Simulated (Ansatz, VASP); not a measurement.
**CdS in VASP and in Ansatz**

```
Cd S
1.0
     0.00000    2.93910    2.93910
     2.93910    0.00000    2.93910
     2.93910    2.93910    0.00000
Cd S
1 1
Direct
  0.00000 0.00000 0.00000
  0.25000 0.25000 0.25000
```

Alike in both runs: functional r2SCAN; k mesh 8 × 8 × 8; occupations gaussian, width 0.02 eV; no spin polarisation.

Ansatz relaxed the structure, and its values are those at the end. VASP's run is a single point on that final structure, the one shown.

```csv
,VASP,Ansatz
version,VASP 6.6.1,Ansatz 0.2.0
potentials or method,"VASP PAW PBE potentials, release 64 (Cd, S), cutoff 520 eV","scalar-relativistic, plane waves, PAW"
valence electrons in the cell,18,26
```

|  | VASP | Ansatz | Ansatz less VASP |
| --- | --- | --- | --- |
| gap on the k mesh at the Fermi level (eV) | 1.54 | 1.54 | +0.004 |
| least direct gap on the mesh (eV) | 1.54 | 1.54 | +0.004 |
| pressure (GPa) | 0.3 | 0.0 | -0.31 |

VASP's potentials were made for PBE, not for r2SCAN. VASP's potentials hold 18 valence electrons a cell and Ansatz's 26, so a difference there can come from the potentials and not from the codes.
